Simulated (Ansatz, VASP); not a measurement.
## PbS in VASP and in Ansatz

```
Pb S
1.0
     0.00000    2.95736    2.95736
     2.95736    0.00000    2.95736
     2.95736    2.95736    0.00000
Pb S
1 1
Direct
  0.00000 0.00000 0.00000
  0.50000 0.50000 0.50000
```

Change from the starting cell: hydrostatic strain -1.0%.

Alike in both runs: task single point; functional r2SCAN; k mesh 8 × 8 × 8; occupations fermi-dirac, width 0.02 eV; non-collinear spin, spin-orbit coupling.

```csv
,VASP,Ansatz
version,VASP 6.6.1,Ansatz 0.2.0
potentials or method,"VASP PAW PBE potentials, release 64 (Pb_d, S)","plane waves, PAW"
plane-wave cutoff (eV),520,500
valence electrons in the cell,20,20
```

Ansatz gave:

```
pressure (GPa)           : 1.4
net moment per atom (μB) : 0.00
```

Which values does VASP return?

Pressure (GPa): 1.6; net moment per atom (μB): 0.00.

VASP's potentials were made for PBE, not for r2SCAN.
